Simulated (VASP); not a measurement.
Runs of VASP 6.6.1 on TiO2. The structure is that of space group P4_2/mnm (No. 136), or close to it. The cells are those of the table. 

```csv
cell,gap on the mesh (eV),pressure (GPa),largest force (eV/Å)
"a = 4.441, b = 4.441, c = 2.722 Å, 6 atoms",2.35,61.6,1.56
"a = 4.739, b = 4.739, c = 3.149 Å, 6 atoms",1.52,(a),0.28
"a = 4.853, b = 4.853, c = 2.858 Å, 6 atoms",1.84,-6.3,0.36
"a = 4.614, b = 4.614, c = 3.322 Å, 6 atoms",1.55,-20.1,0.05
"a = 4.933, b = 4.933, c = 2.906 Å, 6 atoms",1.72,-14.8,0.72
"a = 4.209, b = 4.209, c = 3.031 Å, 6 atoms",2.27,(b),0.06
"a = 4.561, b = 4.561, c = 2.581 Å, 6 atoms",2.11,69.9,2.42
"a = 4.296, b = 4.296, c = 3.093 Å, 6 atoms",2.10,28.8,0.04
"a = 4.725, b = 4.725, c = 3.016 Å, 6 atoms",1.71,-10.0,0.23
"a = 4.472, b = 4.472, c = 2.855 Å, 6 atoms",2.11,33.4,0.70
"a = 4.533, b = 4.533, c = 2.779 Å, 6 atoms",2.20,36.2,0.95
"a = 4.381, b = 4.381, c = 2.797 Å, 6 atoms",2.27,58.3,1.16
```

Alike in all rows: task single point; level PBE; potentials or basis VASP PAW PBE potentials, release 64 (Ti_sv, O); no spin polarisation; k mesh 8 × 8 × 10; cutoff (eV) 520; smearing gaussian 0.05 eV.

Question: Estimate the missing entries.

Answer: (a) -19.0; (b) 52.4.

Caveats: the cell stands under pressure (at least some runs); the cell stands under tension (at least some runs); forces of over 1 eV/Å act on the atoms, so gaps and moduli don't describe the material at rest (at least some runs).

A k mesh can miss the band edges.
